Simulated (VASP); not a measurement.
# Ge (P6_3mc) in VASP: single point with PBEsol+D3(BJ)

Aim: the single point of Ge with PBEsol+D3(BJ).

All numbers are computed with VASP 6.6.1; they aren't measurements. Logs are shortened: lines on timing, memory, paths and dates and some standing lists are left out, and cuts for length are marked.

## Step 1: The cell of the first run

Symmetry: P6_3mc, No. 186, hexagonal system. The conventional cell has a = 4.050 Å, b = 4.050 Å, c = 10.993 Å, α = 90.00°, β = 90.00°, γ = 120.00°. Within 3.2 Å of Ge (site symmetry 3m) lie 3 Ge at 2.44 Å. Ge (site symmetry 3m) has 3 Ge at 2.44 Å within 3.2 Å.

## Step 2: Single point, PBEsol+D3(BJ)

Contents of INCAR:

```
SYSTEM = Ge
  PREC = Accurate
  ENCUT = 520
  EDIFF = 1E-7
  ISMEAR = 0
  SIGMA = 0.1
  LREAL = .False.
  LASPH = .True.
  NELM = 80
  ALGO = Normal
  ISIF = 2
  LWAVE = .False.
  LCHARG = .False.
  GGA = PS
  IVDW = 12
  NBANDS = 36
```

Contents of KPOINTS:

```
Automatic mesh
0
Gamma
  6 6 2
  0 0 0
```

Contents of POSCAR:

```
Ge
1.0
    4.0504045371      0.0000000000      0.0000000000
   -2.0252022686      3.5077532247      0.0000000000
    0.0000000000      0.0000000000     10.9933590000
Ge
4
Direct
    0.0000000000      0.0000000000      0.9774520000
    0.0000000000      0.0000000000      0.4774520000
    0.3333333300      0.6666666700      0.9148480000
    0.6666666700      0.3333333300      0.4148480000
```

Potentials or basis: VASP PAW PBE potentials, release 64 (Ge_d).

Launch:

```bash
$ cat potpaw_PBE.64/Ge_d/POTCAR > POTCAR
$ mpirun -np 1 vasp_std > vasp.out
```

OUTCAR:

```text
SYSTEM = Ge
   PREC = Accurate
   ENCUT = 520
   EDIFF = 1E-7
   ISMEAR = 0
   LREAL = .False.
   LASPH = .True.
   NELM = 80
   ISIF = 2
   GGA = PS
   IVDW = 12
 IVDW          = 12

 ion  position               nearest neighbor table
   1  0.000  0.000  0.977-   3 2.44   3 2.44   3 2.44
   2  0.000  0.000  0.477-   4 2.44   4 2.44   4 2.44
   3  0.333  0.667  0.915-   1 2.44   1 2.44   1 2.44
   4  0.667  0.333  0.415-   2 2.44   2 2.44   2 2.44

  LATTYP: Found a hexagonal cell.
 ALAT       =     4.0504045371
 C/A-ratio  =     2.7141385260

  Lattice vectors:

 A1 = (   4.0504045371,   0.0000000000,   0.0000000000)
 A2 = (  -2.0252022686,   3.5077532247,   0.0000000000)
 A3 = (   0.0000000000,   0.0000000000,  10.9933590000)

Analysis of symmetry for initial positions (statically):
=====================================================================
 Subroutine PRICEL returns:
 Original cell was already a primitive cell.

 Routine SETGRP: Setting up the symmetry group for a
 hexagonal supercell.

 Subroutine GETGRP returns: Found 12 space group operations
 (whereof  6 operations were pure point group operations)
 out of a pool of 24 trial point group operations.

The static configuration has the point symmetry C_3v.
 The point group associated with its full space group is C_6v.

Analysis of symmetry for dynamics (positions and initial velocities):
=====================================================================
 Subroutine PRICEL returns:
 Original cell was already a primitive cell.

 Routine SETGRP: Setting up the symmetry group for a
 hexagonal supercell.

 Subroutine GETGRP returns: Found 12 space group operations
 (whereof  6 operations were pure point group operations)
 out of a pool of 24 trial point group operations.

The dynamic configuration has the point symmetry C_3v.
 The point group associated with its full space group is C_6v.

 Subroutine INISYM returns: Found 12 space group operations
 (whereof  6 operations are pure point group operations),
 and found     1 'primitive' translations

----------------------------------------------------------------------------------------

                                     Primitive cell

  volume of cell :     156.1917

  direct lattice vectors                    reciprocal lattice vectors
     4.050404537  0.000000000  0.000000000     0.246888920  0.142541384  0.000000000
    -2.025202269  3.507753225  0.000000000     0.000000000  0.285082768  0.000000000
     0.000000000  0.000000000 10.993359000     0.000000000  0.000000000  0.090964008

  length of vectors
     4.050404537  4.050404537 10.993359000     0.285082768  0.285082768  0.090964008

  position of ions in fractional coordinates (direct lattice)
     0.000000000  0.000000000  0.977452000
     0.000000000  0.000000000  0.477452000
     0.333333330  0.666666670  0.914848000
     0.666666670  0.333333330  0.414848000

  ion indices of the primitive-cell ions
   primitive index   ion index
                 1           1
                 2           2
                 3           3
                 4           4

----------------------------------------------------------------------------------------

 KPOINTS: Automatic mesh

Automatic generation of k-mesh.
 Grid dimensions read from file:
 generate k-points for:    6    6    2

 Generating k-lattice:

  Cartesian coordinates                     Fractional coordinates (reciprocal lattice)
     0.041148153  0.023756897  0.000000000     0.166666667  0.000000000  0.000000000
     0.000000000  0.047513795  0.000000000     0.000000000  0.166666667  0.000000000
     0.000000000  0.000000000  0.045482004     0.000000000  0.000000000  0.500000000

  Length of vectors
     0.047513795  0.047513795  0.045482004

  Shift w.r.t. Gamma in fractional coordinates (k-lattice)
     0.000000000  0.000000000  0.000000000

 Subroutine IBZKPT returns following result:
 ===========================================

 Found     14 irreducible k-points:

 Following reciprocal coordinates:
            Coordinates               Weight
  0.000000  0.000000  0.000000      1.000000
  0.166667  0.000000  0.000000      6.000000
  0.333333  0.000000  0.000000      6.000000
  0.500000  0.000000  0.000000      3.000000
  0.166667  0.166667  0.000000      6.000000
  0.333333  0.166667  0.000000     12.000000
  0.333333  0.333333  0.000000      2.000000
  0.000000  0.000000  0.500000      1.000000
  0.166667  0.000000  0.500000      6.000000
  0.333333  0.000000  0.500000      6.000000
  0.500000  0.000000  0.500000      3.000000
  0.166667  0.166667  0.500000      6.000000
  0.333333  0.166667  0.500000     12.000000
  0.333333  0.333333  0.500000      2.000000
   k-points           NKPTS =     14   k-points in BZ     NKDIM =     14   number of bands    NBANDS=     36
   number of dos      NEDOS =    301   number of ions     NIONS =      4
   total plane-waves  NPLWV =  75600
   dimension x,y,z NGX =    30 NGY =   30 NGZ =   84
   dimension x,y,z NGXF=    60 NGYF=   60 NGZF=  168
   ions per type =               4
   NGX,Y,Z   is equivalent  to a cutoff of  12.31, 12.31, 12.70 a.u.
   NGXF,Y,Z  is equivalent  to a cutoff of  24.63, 24.63, 25.41 a.u.
 SYSTEM =  Ge
   PREC   = accura    normal or accurate (medium, high low for compatibility)
   ISTART =      0    job   : 0-new  1-cont  2-samecut
   ICHARG =      2    charge: 1-file 2-atom 10-const
   ISPIN  =      1    spin polarized calculation?
   LNONCOLLINEAR =      F non collinear calculations
   LSORBIT =      F    spin-orbit coupling
   LASPH  =      T    aspherical Exc in radial PAW
   ENCUT  =  520.0 eV  38.22 Ry    6.18 a.u.   7.53  7.53 20.44*2*pi/ulx,y,z
   NELM   =     80;   NELMIN=  2; NELMDL= -5     # of ELM steps
   EDIFF  = 0.1E-06   stopping-criterion for ELM
   LREAL  =      F    real-space projection
   EDIFFG = 0.1E-05   stopping-criterion for IOM
   NSW    =      0    number of steps for IOM
   IBRION =     -1    ionic relax: 0-MD 1-quasi-New 2-CG
   NFREE  =      0    steps in history (QN), initial steepest desc. (CG)
   ISIF   =      2    stress and relaxation
   ISYM   =      2    0-nonsym 1-usesym 2-fastsym
   POTIM  = 0.5000    time-step for ionic-motion
   TEBEG  =    0.0;   TEEND  =   0.0 temperature during run
   PSTRESS=    0.0 pullay stress
   NELECT =      56.0000    total number of electrons
   NUPDOWN=      -1.0000    fix difference up-down
   EMIN   =  10.00;   EMAX   =-10.00  energy-range for DOS
   EFERMI =   0.00;   METHOD = LEGACY
   ISMEAR =     0;   SIGMA  =   0.10  broadening in eV -4-tet -1-fermi 0-gaus
   EFERMI_NEDOS =   21; number of points for ismear=-14 and -15
   IALGO  =     38    algorithm
   IMIX   =      4    mixing-type and parameters
     AMIX     =   0.40;   BMIX     =  1.00
     AMIX_MAG =   1.60;   BMIX_MAG =  1.00
  volume/ion in A,a.u.               =      39.05       263.51
  Fermi-wavevector in a.u.,A,eV,Ry     =   1.163014  2.197778 18.403257  1.352601
  Thomas-Fermi vector in A             =   2.299568
   LORBIT       =      0    0 simple, 1 ext, 2 COOP (PROOUT), +10 PAW based schemes
   GGA     = PS    functional components
   LHFCALC =     F    Hartree Fock is set to
   AEXX    =    0.0000 exact exchange contribution
   IVDW    =    12    specifies the selected vdW correction
   LEPSILON=     F    determine dielectric tensor
   LRPA    =     F    only Hartree local field effects (RPA)
 non-spin polarized calculation
 Gauss-broadening in eV      SIGMA  =   0.10
  energy-cutoff  :      520.00
  volume of cell :      156.19
 maximum number of plane-waves:      4241
   NGX = 15   NGY = 15   NGZ = 41

 number of electron      55.9999986 magnetization

 Free energy of the ion-electron system (eV)
  ---------------------------------------------------
  ext. energy  EPLUGINS =         0.00000000
  ---------------------------------------------------
  free energy    TOTEN  =       -17.41174627 eV

  energy without entropy =      -17.40232782  energy(sigma->0) =      -17.40703704

 E-fermi :   0.7191     XC(G=0):  -7.3162

 val. band max:        0.7163091008   @ k =   0.3333   0.3333   0.0000
 cond. band min:       0.7248251179   @ k =   0.3333   0.3333   0.5000
 fundamental gap:      0.0085160171
 Fermi energy:         0.7191496687

 k-point     1 :       0.0000    0.0000    0.0000
  band No.  band energies     occupation
      1     -23.7197      2.00000
      2     -23.7197      2.00000
      3     -23.7197      2.00000
      4     -23.7197      2.00000
      5     -23.6745      2.00000
      6     -23.6744      2.00000
[... 28 lines left out ...]
     35       4.5832      0.00000
     36       4.5832      0.00000

 k-point     2 :       0.1667    0.0000    0.0000
  band No.  band energies     occupation
      1     -23.7314      2.00000
      2     -23.7314      2.00000
      3     -23.7277      2.00000
      4     -23.7277      2.00000
      5     -23.6929      2.00000
      6     -23.6928      2.00000
[... 28 lines left out ...]
     35       5.5631      0.00000
     36       5.6055      0.00000

 k-point     3 :       0.3333    0.0000    0.0000
  band No.  band energies     occupation
      1     -23.7397      2.00000
      2     -23.7397      2.00000
      3     -23.7360      2.00000
      4     -23.7360      2.00000
      5     -23.7119      2.00000
      6     -23.7118      2.00000
[... 28 lines left out ...]
     35       7.0832      0.00000
     36       7.3801      0.00000
[... 352 lines left out ...]
 k-point    13 :       0.3333    0.1667    0.5000
  band No.  band energies     occupation
      1     -23.7507      2.00000
      2     -23.7507      2.00000
      3     -23.7332      2.00000
      4     -23.7332      2.00000
      5     -23.7224      2.00000
      6     -23.7224      2.00000
[... 28 lines left out ...]
     35       6.7500      0.00000
     36       6.7500      0.00000

 k-point    14 :       0.3333    0.3333    0.5000
  band No.  band energies     occupation
      1     -23.7600      2.00000
      2     -23.7600      2.00000
      3     -23.7292      2.00000
      4     -23.7292      2.00000
      5     -23.7286      2.00000
      6     -23.7286      2.00000
[... 28 lines left out ...]
     35       6.9283      0.00000
     36       6.9283      0.00000

------------------------ aborting loop because EDIFF is reached ----------------------------------------

 Edisp (eV)   -0.76109

 E8    (eV) :    -0.5038

  FORCE on cell =-STRESS in cart. coord.  units (eV):
  Direction    XX          YY          ZZ          XY          YZ          ZX
  --------------------------------------------------------------------------------------
  -------------------------------------------------------------------------------------
  Total      -2.69404    -2.69404    -1.59063     0.00000     0.00000    -0.00000
  in kB     -27.63479   -27.63479   -16.31633     0.00000     0.00000    -0.00000
  external pressure =      -23.86 kB  Pullay stress =        0.00 kB

 VOLUME and BASIS-vectors are now :
 -----------------------------------------------------------------------------
  energy-cutoff  :      520.00
  volume of cell :      156.19
      direct lattice vectors                 reciprocal lattice vectors
     4.050404537  0.000000000  0.000000000     0.246888920  0.142541384  0.000000000
    -2.025202269  3.507753225  0.000000000     0.000000000  0.285082768  0.000000000
     0.000000000  0.000000000 10.993359000     0.000000000  0.000000000  0.090964008

 POSITION                                       TOTAL-FORCE (eV/Angst)
 -----------------------------------------------------------------------------------
      0.00000      0.00000     10.74548         0.000000     -0.000000     -0.147042
      0.00000      0.00000      5.24880         0.000000      0.000000     -0.147042
     -0.00000      2.33850     10.05725        -0.000000     -0.000000      0.147042
      2.02520      1.16925      4.56057         0.000000      0.000000      0.147042
 -----------------------------------------------------------------------------------
    total drift:                               -0.000000     -0.000000      0.001458

  FREE ENERGIE OF THE ION-ELECTRON SYSTEM (eV)
  ---------------------------------------------------
  free  energy   TOTEN  =       -18.1728357867 eV

  energy  without entropy=      -18.1634173427  energy(sigma->0) =      -18.16812656
```

Run time: 2.9 min. Hardware: 1 thread of Intel Xeon 8259CL, shared host; peak memory 0.28 GiB.

Results:

```
Free energy                : -18.1728 eV
Pressure                   : -2.4 GPa
Largest force              : 0.147 eV/Å
Band gap on the k mesh     : zero (filled and empty bands touch)
Dispersion energy per atom : -0.190 eV
```

Forces in eV/Å, atoms in the order of the input:
```
Ge   0.000  0.000 -0.147
Ge   0.000  0.000 -0.147
Ge   0.000  0.000  0.147
Ge   0.000  0.000  0.147
```

Caveat: semilocal functionals underestimate gaps, so a narrow gap can read as zero; the PAW data sets were made with another functional, which shifts forces and pressure a little.
